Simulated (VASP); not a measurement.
Runs of VASP 6.6.1 on Mg. The structure is that of space group P6_3/mmc (No. 194), or close to it. The cells are those of the table. 

| cell | gap on the mesh (eV) | pressure (GPa) |
| --- | --- | --- |
| a = 3.020, b = 3.020, c = 5.884 Å, angles 90.0, 90.0, 120.0°, 2 atoms | none | 1.0 |
| a = 3.253, b = 3.253, c = 5.070 Å, angles 90.0, 90.0, 120.0°, 2 atoms | none | (a) |
| a = 3.388, b = 3.388, c = 4.675 Å, angles 90.0, 90.0, 120.0°, 2 atoms | none | 0.4 |
| a = 3.457, b = 3.457, c = 4.490 Å, angles 90.0, 90.0, 120.0°, 2 atoms | none | 1.0 |
| a = 2.941, b = 2.941, c = 6.206 Å, angles 90.0, 90.0, 120.0°, 2 atoms | none | 2.8 |
| a = 3.109, b = 3.109, c = 5.552 Å, angles 90.0, 90.0, 120.0°, 2 atoms | none | (b) |
| a = 3.158, b = 3.158, c = 5.383 Å, angles 90.0, 90.0, 120.0°, 2 atoms | none | -0.4 |
| a = 3.300, b = 3.300, c = 4.929 Å, angles 90.0, 90.0, 120.0°, 2 atoms | none | -0.3 |

Alike in all rows: task single point; level PBE; potentials or basis VASP PAW PBE potentials, release 64 (Mg); no spin polarisation; k mesh 18 × 18 × 10; cutoff (eV) 520; smearing gaussian 0.15 eV.

**Question.** Fill in the values left out.

**Answer.** (a) -0.5; (b) -0.1.

A gap of «none» marks levels without a gap at the run's occupations.
